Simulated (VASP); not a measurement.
GdAgSe2, 4 atoms in the cell. It takes space group P-3m1 (No. 164, trigonal). Conventional cell: a = 4.103 Å, b = 4.103 Å, c = 6.706 Å, α = 90.00°, β = 90.00°, γ = 120.00°. Ag (site symmetry -3m) has 6 Se at 2.91 Å and 2 Gd at 3.35 Å within 3.8 Å. Within 3.8 Å of Gd (site symmetry -3m) lie 6 Se at 2.90 Å and 2 Ag at 3.35 Å. Within 3.8 Å of Se (site symmetry 3m) lie 3 Gd at 2.90 Å and 3 Ag at 2.91 Å. 

```yaml
Program: VASP 6.6.1
Task: single point
Functional: PBEsol
Potentials_or_basis: VASP PAW PBE potentials, release 64 (Ag, Gd, Se)
Cutoff: 520 eV
k_mesh: 8 × 8 × 4
Occupations: gaussian, width 0.05 eV
Spin: collinear spin, ferromagnetic start
Starting_moments: "[0.0, 7.0, 0.0, 0.0] μB"
Hubbard_terms: Gd f U = 7.0 eV
Dipole_correction: no
Further_INCAR_settings: ALGO = Normal; EDIFF = 1e-07; NBANDS = 32
```

Potentials or basis: VASP PAW PBE potentials, release 64 (Ag, Gd, Se).

Command:

```console
$ cat potpaw_PBE.64/Ag/POTCAR potpaw_PBE.64/Gd/POTCAR potpaw_PBE.64/Se/POTCAR > POTCAR
$ mpirun -np 1 vasp_std > vasp.out
```

Hardware: 1 thread of Intel(R) Xeon(R) Platinum 8259CL CPU @ 2.50GHz (Skylake/Cascade Lake), with other jobs on the host.

**Question.** How long does it take, and how much memory?

**Answer.** Wall time 6.1 min on 1 thread of Intel(R) Xeon(R) Platinum 8259CL CPU @ 2.50GHz (Skylake/Cascade Lake), with other jobs on the host, peak memory 0.39 GiB. Counts: scf iterations 20, k points 35.
